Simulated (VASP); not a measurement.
# KTaO3 (Pm-3m) in VASP: further runs, part 2 of 2

VASP 6.6.1. The steps go on from the part before.

### Step 3. Single point, r2SCAN

This run uses another cell than the first one, of 12.71 Å³/atom, 1.004 times its volume.

The input, POSCAR:

```
KTaO3
1.0
    3.9904005523      0.0000000000      0.0000000000
    0.0000000000      3.9904005523      0.0000000000
    0.0000000000      0.0000000000      3.9904005523
K Ta O
1 1 3
Direct
    0.5000000000      0.5000000000      0.5000000000
    0.0000000000      0.0000000000      0.0000000000
    0.5000000000      0.0000000000      0.0000000000
    0.0000000000      0.5000000000      0.0000000000
    0.0000000000      0.0000000000      0.5000000000
```

The input, INCAR.step1:

```
SYSTEM = KTaO3
  PREC = Accurate
  ENCUT = 520
  ISMEAR = 0
  SIGMA = 0.01
  LREAL = .FALSE.
  LASPH = .TRUE.
  NELM = 80
  NBANDS = 27
  GGA = PE
  ALGO = Normal
  EDIFF = 1E-4
  LWAVE = .TRUE.
  LCHARG = .FALSE.
```

The input, INCAR.step2:

```
SYSTEM = KTaO3
  PREC = Accurate
  ENCUT = 520
  EDIFF = 1E-7
  ISMEAR = 0
  SIGMA = 0.01
  LREAL = .FALSE.
  LASPH = .TRUE.
  NELM = 80
  ALGO = Normal
  ISIF = 2
  LWAVE = .FALSE.
  LCHARG = .FALSE.
  METAGGA = R2SCAN
  LMIXTAU = .TRUE.
  NBANDS = 27
  ISTART = 1
```

The input, KPOINTS:

```
Automatic mesh
0
G
  4 4 4
  0 0 0
```

Potentials or basis: VASP PAW PBE potentials, release 64 (K_sv, Ta_pv, O).

On the command line:

```
$ cat potpaw_PBE.64/K_sv/POTCAR potpaw_PBE.64/Ta_pv/POTCAR potpaw_PBE.64/O/POTCAR > POTCAR
$ cp INCAR.step1 INCAR
$ mpirun -np 1 vasp_std > vasp.out
$ cp INCAR.step2 INCAR
$ mpirun -np 1 vasp_std > vasp.out
```

OUTCAR:

```text
SYSTEM = KTaO3
   PREC = Accurate
   ENCUT = 520
   EDIFF = 1E-7
   ISMEAR = 0
   LREAL = .FALSE.
   LASPH = .TRUE.
   NELM = 80
   ISIF = 2
   METAGGA = R2SCAN
   ISTART = 1

 ion  position               nearest neighbor table
   1  0.500  0.500  0.500-   3 2.82   4 2.82   5 2.82   3 2.82   4 2.82   3 2.82   5 2.82   3 2.82
                             4 2.82   5 2.82   4 2.82   5 2.82   2 3.46   2 3.46   2 3.46   2 3.46
   2  0.000  0.000  0.000-   3 2.00   4 2.00   5 2.00   5 2.00   4 2.00   3 2.00   1 3.46   1 3.46
                             1 3.46   1 3.46   1 3.46   1 3.46   1 3.46   1 3.46
   3  0.500  0.000  0.000-   2 2.00   2 2.00   1 2.82   1 2.82   1 2.82   1 2.82
   4  0.000  0.500  0.000-   2 2.00   2 2.00   1 2.82   1 2.82   1 2.82   1 2.82
   5  0.000  0.000  0.500-   2 2.00   2 2.00   1 2.82   1 2.82   1 2.82   1 2.82

  LATTYP: Found a simple cubic cell.
 ALAT       =     3.9904005523

  Lattice vectors:

 A1 = (   3.9904005523,   0.0000000000,   0.0000000000)
 A2 = (   0.0000000000,   3.9904005523,   0.0000000000)
 A3 = (   0.0000000000,   0.0000000000,   3.9904005523)

Analysis of symmetry for initial positions (statically):
=====================================================================
 Subroutine PRICEL returns:
 Original cell was already a primitive cell.

 Routine SETGRP: Setting up the symmetry group for a
 simple cubic supercell.

 Subroutine GETGRP returns: Found 48 space group operations
 (whereof 48 operations were pure point group operations)
 out of a pool of 48 trial point group operations.

The static configuration has the point symmetry O_h .

Analysis of symmetry for dynamics (positions and initial velocities):
=====================================================================
 Subroutine PRICEL returns:
 Original cell was already a primitive cell.

 Routine SETGRP: Setting up the symmetry group for a
 simple cubic supercell.

 Subroutine GETGRP returns: Found 48 space group operations
 (whereof 48 operations were pure point group operations)
 out of a pool of 48 trial point group operations.

The dynamic configuration has the point symmetry O_h .

 Subroutine INISYM returns: Found 48 space group operations
 (whereof 48 operations are pure point group operations),
 and found     1 'primitive' translations

----------------------------------------------------------------------------------------

                                     Primitive cell

  volume of cell :      63.5403

  direct lattice vectors                    reciprocal lattice vectors
     3.990400552  0.000000000  0.000000000     0.250601409  0.000000000  0.000000000
     0.000000000  3.990400552  0.000000000     0.000000000  0.250601409  0.000000000
     0.000000000  0.000000000  3.990400552     0.000000000  0.000000000  0.250601409

  length of vectors
     3.990400552  3.990400552  3.990400552     0.250601409  0.250601409  0.250601409

  position of ions in fractional coordinates (direct lattice)
     0.500000000  0.500000000  0.500000000
     0.000000000  0.000000000  0.000000000
     0.500000000  0.000000000  0.000000000
     0.000000000  0.500000000  0.000000000
     0.000000000  0.000000000  0.500000000

  ion indices of the primitive-cell ions
   primitive index   ion index
                 1           1
                 2           2
[... 33 lines left out ...]
  0.250000  0.000000  0.000000      6.000000
  0.500000  0.000000  0.000000      3.000000
  0.250000  0.250000  0.000000     12.000000
  0.500000  0.250000  0.000000     12.000000
  0.500000  0.500000  0.000000      3.000000
  0.250000  0.250000  0.250000      8.000000
  0.500000  0.250000  0.250000     12.000000
  0.500000  0.500000  0.250000      6.000000
  0.500000  0.500000  0.500000      1.000000
   k-points           NKPTS =     10   k-points in BZ     NKDIM =     10   number of bands    NBANDS=     27
   number of dos      NEDOS =    301   number of ions     NIONS =      5
   total plane-waves  NPLWV =  27000
   dimension x,y,z NGX =    30 NGY =   30 NGZ =   30
   dimension x,y,z NGXF=    60 NGYF=   60 NGZF=   60
   ions per type =               1   1   3
   NGX,Y,Z   is equivalent  to a cutoff of  12.50, 12.50, 12.50 a.u.
   NGXF,Y,Z  is equivalent  to a cutoff of  25.00, 25.00, 25.00 a.u.
 SYSTEM =  KTaO3
   PREC   = accura    normal or accurate (medium, high low for compatibility)
   ISTART =      1    job   : 0-new  1-cont  2-samecut
   ICHARG =      0    charge: 1-file 2-atom 10-const
   ISPIN  =      1    spin polarized calculation?
   LNONCOLLINEAR =      F non collinear calculations
   LSORBIT =      F    spin-orbit coupling
   LASPH  =      T    aspherical Exc in radial PAW
   ENCUT  =  520.0 eV  38.22 Ry    6.18 a.u.   7.42  7.42  7.42*2*pi/ulx,y,z
   NELM   =     80;   NELMIN=  2; NELMDL=  0     # of ELM steps
   EDIFF  = 0.1E-06   stopping-criterion for ELM
   LREAL  =      F    real-space projection
   EDIFFG = 0.1E-05   stopping-criterion for IOM
   NSW    =      0    number of steps for IOM
   IBRION =     -1    ionic relax: 0-MD 1-quasi-New 2-CG
   NFREE  =      0    steps in history (QN), initial steepest desc. (CG)
   ISIF   =      2    stress and relaxation
   ISYM   =      2    0-nonsym 1-usesym 2-fastsym
   POTIM  = 0.5000    time-step for ionic-motion
   TEBEG  =    0.0;   TEEND  =   0.0 temperature during run
   PSTRESS=    0.0 pullay stress
   NELECT =      38.0000    total number of electrons
   NUPDOWN=      -1.0000    fix difference up-down
   EMIN   =  10.00;   EMAX   =-10.00  energy-range for DOS
   EFERMI =   0.00;   METHOD = LEGACY
   ISMEAR =     0;   SIGMA  =   0.01  broadening in eV -4-tet -1-fermi 0-gaus
   EFERMI_NEDOS =   21; number of points for ismear=-14 and -15
   IALGO  =     38    algorithm
   IMIX   =      4    mixing-type and parameters
     AMIX     =   0.40;   BMIX     =  1.00
     AMIX_MAG =   1.60;   BMIX_MAG =  1.00
  volume/ion in A,a.u.               =      12.71        85.76
  Fermi-wavevector in a.u.,A,eV,Ry     =   1.379281  2.606464 25.883956  1.902417
  Thomas-Fermi vector in A             =   2.504265
   LORBIT       =      0    0 simple, 1 ext, 2 COOP (PROOUT), +10 PAW based schemes
   METAGGA = R2SCAN    functional components
   LHFCALC =     F    Hartree Fock is set to
   AEXX    =    0.0000 exact exchange contribution
   IVDW    =     0    specifies the selected vdW correction
   LEPSILON=     F    determine dielectric tensor
   LRPA    =     F    only Hartree local field effects (RPA)
 non-spin polarized calculation
 Gauss-broadening in eV      SIGMA  =   0.01
  energy-cutoff  :      520.00
  volume of cell :       63.54
 maximum number of plane-waves:      1743
 NGX is ok and might be reduce to    30
   NGX = 15   NGY = 15   NGZ = 15

 number of electron      37.9999976 magnetization

 Free energy of the ion-electron system (eV)
  ---------------------------------------------------
  ext. energy  EPLUGINS =         0.00000000
  ---------------------------------------------------
  free energy    TOTEN  =       -87.13947773 eV

  energy without entropy =      -87.13947773  energy(sigma->0) =      -87.13947773

 E-fermi :   1.5196     XC(G=0): -11.5486

 val. band max:        1.4148134734   @ k =   0.5000   0.5000   0.5000
 cond. band min:       3.9931593611   @ k =   0.0000   0.0000   0.0000
 fundamental gap:      2.5783458877
 Fermi energy:         1.5196156218

 k-point     1 :       0.0000    0.0000    0.0000
  band No.  band energies     occupation
      1     -33.8953      2.00000
      2     -33.8953      2.00000
      3     -33.8953      2.00000
      4     -27.0396      2.00000
      5     -17.1328      2.00000
      6     -16.4645      2.00000
[... 289 lines left out ...]
     26      12.4543      0.00000
     27      13.2659      0.00000

------------------------ aborting loop because EDIFF is reached ----------------------------------------

  FORCE on cell =-STRESS in cart. coord.  units (eV):
  Direction    XX          YY          ZZ          XY          YZ          ZX
  --------------------------------------------------------------------------------------
  -------------------------------------------------------------------------------------
  Total        0.3630029      0.3630029      0.3630029     -0.0000000      0.0000000     -0.0000000
  in kB        9.1531633      9.1531633      9.1531633     -0.0000000      0.0000000     -0.0000000
  external PRESSURE =       9.1531633 kB  Pullay stress =       0.0000000 kB

 VOLUME and BASIS-vectors are now :
 -----------------------------------------------------------------------------
  energy-cutoff  :      520.00
  volume of cell :       63.54
      direct lattice vectors                 reciprocal lattice vectors
     3.990400552  0.000000000  0.000000000     0.250601409  0.000000000  0.000000000
     0.000000000  3.990400552  0.000000000     0.000000000  0.250601409  0.000000000
     0.000000000  0.000000000  3.990400552     0.000000000  0.000000000  0.250601409

 POSITION                                       TOTAL-FORCE (eV/Angst)
 -----------------------------------------------------------------------------------
      1.99520      1.99520      1.99520         0.000000      0.000000      0.000000
      0.00000      0.00000      0.00000         0.000000      0.000000      0.000000
      1.99520      0.00000      0.00000         0.000000      0.000000      0.000000
      0.00000      1.99520      0.00000         0.000000      0.000000      0.000000
      0.00000      0.00000      1.99520         0.000000      0.000000      0.000000
 -----------------------------------------------------------------------------------
    total drift:                                0.000000     -0.000000      0.000000

  FREE ENERGIE OF THE ION-ELECTRON SYSTEM (eV)
  ---------------------------------------------------
  free  energy   TOTEN  =       -87.1394777290 eV

  energy  without entropy=      -87.1394777290  energy(sigma->0) =      -87.13947773
```

Run time: 82 s. Hardware: 1 thread of Intel Xeon 6975P-C, shared host; peak memory 0.18 GiB.

Results:

```yaml
Free_energy: -87.1395 eV
Pressure: 0.9 GPa
Band_gap_on_the_k_mesh: 2.58 eV, indirect (least direct gap 3.23 eV)
```

Caveat: the PAW data sets were made with another functional, which shifts forces and pressure a little; spin-orbit coupling is left out, which moves the levels of the heavy elements. r2SCAN opens gaps a little over a GGA but as a rule still falls short of measured ones.

### Step 4. Relaxation of cell and atoms, LDA

This run uses another cell than the first one, of 12.69 Å³/atom, 1.002 times its volume.

The input, INCAR:

```
SYSTEM = KTaO3
PREC     = Accurate       ! precision mode
ENCUT    = 600            ! plane-wave cutoff, eV
EDIFF    = 1E-6           ! SCF threshold, eV
ISMEAR   = 0              ! smearing method
SIGMA    = 0.01           ! smearing width, eV
LREAL    = .FALSE.        ! projectors in reciprocal space
LASPH    = .TRUE.         ! aspherical terms in the spheres
NELM     = 100            ! most SCF steps
ALGO     = Normal         ! electronic algorithm
ISIF     = 3              ! what is computed and relaxed
LWAVE    = .FALSE.        ! write WAVECAR
LCHARG   = .FALSE.        ! write CHGCAR
IBRION   = 2              ! ionic algorithm
NSW      = 80             ! ionic steps
EDIFFG   = -0.01          ! ionic threshold
```

KPOINTS is that of step 3.

Changes to POSCAR since step 3:

```diff
@@ -2,5 +2,5 @@
 1.0
-    3.9904005523      0.0000000000      0.0000000000
-    0.0000000000      3.9904005523      0.0000000000
-    0.0000000000      0.0000000000      3.9904005523
+    3.9883000000      0.0000000000      0.0000000000
+    0.0000000000      3.9883000000      0.0000000000
+    0.0000000000      0.0000000000      3.9883000000
 K Ta O
```

Potentials or basis: VASP PAW LDA potentials, release 64 (K_sv, Ta_pv, O).

On the command line:

```
$ cat potpaw_LDA.64/K_sv/POTCAR potpaw_LDA.64/Ta_pv/POTCAR potpaw_LDA.64/O/POTCAR > POTCAR
$ mpirun -np 1 vasp_std > vasp.out
```

OUTCAR:

```text
SYSTEM = KTaO3
   PREC = Accurate
   ENCUT = 600
   EDIFF = 1E-6
   ISMEAR = 0
   LREAL = .FALSE.
   LASPH = .TRUE.
   NELM = 100
   ISIF = 3
   IBRION = 2
   NSW = 80
   EDIFFG = -0.01

 ion  position               nearest neighbor table
   1  0.500  0.500  0.500-   3 2.82   4 2.82   5 2.82   3 2.82   4 2.82   3 2.82   5 2.82   3 2.82
                             4 2.82   5 2.82   4 2.82   5 2.82   2 3.45   2 3.45   2 3.45   2 3.45
   2  0.000  0.000  0.000-   3 1.99   4 1.99   5 1.99   5 1.99   4 1.99   3 1.99   1 3.45   1 3.45
                             1 3.45   1 3.45   1 3.45   1 3.45   1 3.45   1 3.45
   3  0.500  0.000  0.000-   2 1.99   2 1.99   1 2.82   1 2.82   1 2.82   1 2.82
   4  0.000  0.500  0.000-   2 1.99   2 1.99   1 2.82   1 2.82   1 2.82   1 2.82
   5  0.000  0.000  0.500-   2 1.99   2 1.99   1 2.82   1 2.82   1 2.82   1 2.82

  LATTYP: Found a simple cubic cell.
 ALAT       =     3.9883000000

  Lattice vectors:
[... 179 lines left out ...]
  -------------------------------------------------------------------------------------
  Total       -1.8148424     -1.8148424     -1.8148424     -0.0000000      0.0000000      0.0000000
  in kB      -45.8338176    -45.8338176    -45.8338176     -0.0000000      0.0000000      0.0000000
  external PRESSURE =     -45.8338176 kB  Pullay stress =       0.0000000 kB
[... 65 lines left out ...]
--------------------------------------- Ionic step        3  -------------------------------------------

 number of electron      37.9999982 magnetization

 Free energy of the ion-electron system (eV)
  ---------------------------------------------------
  ext. energy  EPLUGINS =         0.00000000
  ---------------------------------------------------
  free energy    TOTEN  =       -45.04367468 eV

  energy without entropy =      -45.04367468  energy(sigma->0) =      -45.04367468

 E-fermi :   1.7525     XC(G=0): -11.5421

 val. band max:        1.6830455389   @ k =   0.5000   0.5000   0.5000
 cond. band min:       3.7304765931   @ k =   0.0000   0.0000   0.0000
 fundamental gap:      2.0474310542
 Fermi energy:         1.7525491644

 k-point     1 :       0.0000    0.0000    0.0000
  band No.  band energies     occupation
      1     -32.1606      2.00000
      2     -32.1606      2.00000
      3     -32.1606      2.00000
      4     -25.1783      2.00000
      5     -15.6566      2.00000
      6     -14.9119      2.00000
[... 281 lines left out ...]
  FREE ENERGIE OF THE ION-ELECTRON SYSTEM (eV)
  ---------------------------------------------------
  free  energy   TOTEN  =       -45.0436746815 eV

  energy  without entropy=      -45.0436746815  energy(sigma->0) =      -45.04367468

 reached required accuracy - stopping structural energy minimisation
```

Wall time 28 s (1 thread of Intel Xeon 6975P-C, shared host); peak memory 0.17 GiB.

Results:

- Free energy: -45.0437 eV
- Relaxed volume: 12.41 Å³/atom
- Relaxed cell: a = 3.959 Å, b = 3.959 Å, c = 3.959 Å, α = 90.00°, β = 90.00°, γ = 90.00°
- Space group after relaxing (to 0.05 Å): Pm-3m (No. 221)
- Energy gained by relaxing: 4.1 meV/atom
- Ionic steps: 3
- Pressure after relaxing: 0.0 GPa
- Band gap on the k mesh: 2.05 eV, indirect (least direct gap 2.66 eV)

The path:
```
step  energy change (eV)  largest force (eV/Å)  pressure (GPa)  volume (Å³)
   1              0.0000                0.0000           -4.58        63.44
   2              0.0209                0.0000            7.20        60.17
   3             -0.0203                0.0000           -0.04        62.06
```

Final structure:
```cif
data_structure
_symmetry_space_group_name_H-M 'P 1'
_symmetry_Int_Tables_number 1
_cell_length_a 3.9592
_cell_length_b 3.9592
_cell_length_c 3.9592
_cell_angle_alpha 90.000
_cell_angle_beta 90.000
_cell_angle_gamma 90.000
_cell_volume 62.06
loop_
_atom_site_label
_atom_site_type_symbol
_atom_site_fract_x
_atom_site_fract_y
_atom_site_fract_z
_atom_site_occupancy
K1 K 0.50000 0.50000 0.50000 1
Ta1 Ta 0.00000 0.00000 0.00000 1
O1 O 0.50000 0.00000 0.00000 1
O2 O 0.00000 0.50000 0.00000 1
O3 O 0.00000 0.00000 0.50000 1
```

Caveat: spin-orbit coupling is left out, which moves the levels of the heavy elements. Zero-point motion and thermal expansion aren't in these numbers.

### Step 5. Relaxation of cell and atoms, PBE+D4

This run uses another cell than the first one, of 12.69 Å³/atom, 1.002 times its volume.

The input, INCAR:

```
SYSTEM = KTaO3
ALGO = Normal ; EDIFF = 1E-7
EDIFFG = -0.01 ; ENCUT = 600
GGA = PE ; IBRION = 2
ISIF = 3 ; ISMEAR = 0
IVDW = 13 ; LASPH = .TRUE.
LCHARG = .FALSE. ; LREAL = .FALSE.
LWAVE = .FALSE. ; NELM = 80
NSW = 80 ; PREC = Accurate
SIGMA = 0.01
```

The input, KPOINTS:

```
k-points
0
G
  4 4 4
  0 0 0
```

POSCAR is that of step 4.

Potentials or basis: VASP PAW PBE potentials, release 64 (K_sv, Ta_pv, O).

On the command line:

```
$ cat potpaw_PBE.64/K_sv/POTCAR potpaw_PBE.64/Ta_pv/POTCAR potpaw_PBE.64/O/POTCAR > POTCAR
$ mpirun -np 1 vasp_std > vasp.out
```

Wall time 40 s (1 thread of Intel Xeon 6975P-C, shared host); peak memory 0.2 GiB.

The run converged. Its results:

```yaml
Free_energy: -41.8146 eV
Relaxed_volume: 12.93 Å³/atom
Relaxed_cell: a = 4.014 Å, b = 4.014 Å, c = 4.014 Å, α = 90.00°, β = 90.00°, γ = 90.00°
Space_group_after_relaxing_to_0.05_Å: Pm-3m (No. 221)
Energy_gained_by_relaxing: 2.9 meV/atom
Ionic_steps: 3
Pressure_after_relaxing: 0.0 GPa
Band_gap_on_the_k_mesh: 2.12 eV, indirect (least direct gap 2.75 eV)
Dispersion_energy_per_atom: -0.154 eV
```

The path:
| step | energy change (eV) | largest force (eV/Å) | pressure (GPa) | volume (Å³) |
| --- | --- | --- | --- | --- |
| 1 | 0.0000 | 0.0000 | 3.86 | 63.44 |
| 2 | 0.0088 | 0.0000 | -4.50 | 66.29 |
| 3 | -0.0145 | 0.0000 | -0.02 | 64.67 |

Final structure:
```
K Ta O
1.0
     4.01398    0.00000    0.00000
     0.00000    4.01398    0.00000
     0.00000    0.00000    4.01398
K Ta O
1 1 3
Direct
  0.50000 0.50000 0.50000
  0.00000 0.00000 0.00000
  0.50000 0.00000 0.00000
  0.00000 0.50000 0.00000
  0.00000 0.00000 0.50000
```

Levels at points of the mesh, in eV from the valence-band top:
| k point | band 17 | band 18 | band 19 | band 20 | band 21 | band 22 |
| --- | --- | --- | --- | --- | --- | --- |
| (0.00, 0.00, 0.00) | -0.63 | -0.63 | -0.63 | 2.12 | 2.12 | 2.12 |
| (0.50, 0.00, 0.00) | -1.47 | -0.85 | -0.85 | 2.27 | 4.88 | 4.88 |
| (0.50, 0.50, 0.00) | -1.41 | -1.41 | -0.04 | 4.91 | 4.91 | 6.16 |
| (0.50, 0.50, 0.50) | 0.00 | 0.00 | 0.00 | 6.29 | 6.29 | 6.29 |

Caveat: spin-orbit coupling is left out, which moves the levels of the heavy elements. Zero-point motion and thermal expansion aren't in these numbers.

### Step 6. The runs side by side

| task | level | potentials or basis | cell | cutoff (eV) | gap on the mesh (eV) | pressure (GPa) | relaxed volume (Å³/atom) |
| --- | --- | --- | --- | --- | --- | --- | --- |
| single point | r2SCAN+D4 | VASP PAW PBE potentials, release 64 (K_sv, Ta_pv, O) | a = 3.985 Å, 5 atoms | 520 | 2.59 | 0.9 | - |
| single point | r2SCAN | VASP PAW PBE potentials, release 64 (K_sv, Ta_pv, O) | a = 3.990 Å, 5 atoms | 520 | 2.58 | 0.9 | - |
| relaxation of cell and atoms | LDA | VASP PAW LDA potentials, release 64 (K_sv, Ta_pv, O) | relaxed from a = 3.988 Å, 5 atoms | 600 | 2.05 | 0.0 | 12.41 |
| relaxation of cell and atoms | PBE+D4 | VASP PAW PBE potentials, release 64 (K_sv, Ta_pv, O) | relaxed from a = 3.988 Å, 5 atoms | 600 | 2.12 | 0.0 | 12.93 |

Alike in all rows: no spin polarisation; k mesh 4 × 4 × 4; smearing gaussian 0.01 eV.

Caveats: spin-orbit coupling is left out, which moves the levels of the heavy elements; the PAW data sets were made with another functional, which shifts forces and pressure a little (some runs).

Absolute energies hang on the potentials; compare differences alone.
